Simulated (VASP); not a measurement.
Set up this calculation in VASP 6.6.1, as the native input.

- Task: single point
- Functional: PBE
- Potentials or basis: VASP PAW PBE potentials, release 64 (Be, Te, S)
- Cutoff: 600 eV
- k mesh: 3 × 3 × 2
- Occupations: gaussian, width 0.15 eV
- Spin: no spin polarisation
- Dipole correction: no
- Further INCAR settings: ALGO = Normal; EDIFF = 1e-06; NBANDS = 25

The structure of BeTeS4 lies in POSCAR:

```
BeTeS4
1.0
    4.1871480031      0.0000000000      0.0000000000
   -2.0935740015      3.6261765401      0.0000000000
    0.0000000000      0.0000000000      8.4393178699
Be Te S
1 1 4
Direct
    0.6666666667      0.3333333333      0.5000000000
    0.3333333333      0.6666666667      0.5000000000
    0.0000000000      0.0000000000      0.0000000000
    0.3333333333      0.6666666667      0.1882140656
    0.3333333333      0.6666666667      0.8117859344
    0.6666666667      0.3333333333      0.0000000000
```

The cell was generated, and may not be a known phase.

One way to write it, as run:

INCAR

```
PREC = Accurate ; ENCUT = 600
EDIFF = 1E-6 ; ISMEAR = 0
SIGMA = 0.15 ; LREAL = False
LASPH = True ; NELM = 120
ALGO = Normal ; ISIF = 2
LWAVE = False ; LCHARG = False
GGA = PE ; NBANDS = 25
GGA_COMPAT = False
```

KPOINTS

```
regular mesh
0
Gamma
  3 3 2
```

Potentials or basis: VASP PAW PBE potentials, release 64 (Be, Te, S).

The run is started by

```sh
$ cat potpaw_PBE.64/Be/POTCAR potpaw_PBE.64/Te/POTCAR potpaw_PBE.64/S/POTCAR > POTCAR
$ mpirun -np 1 vasp_std > vasp.out
```

Results of the run:

```
Pressure               : -0.1 GPa
Band gap on the k mesh : zero (bands 16 and 17 overlap by 0.03 eV)
```

Caveat: the k points lie up to 0.58 Å⁻¹ apart; semilocal functionals underestimate gaps, and a narrow one can read as zero; spin-orbit coupling is left out, which moves the levels of the heavy elements.

Run time: 36 s on 1 thread of Intel Xeon 8259CL, with other jobs on the host, peak memory 0.26 GiB.
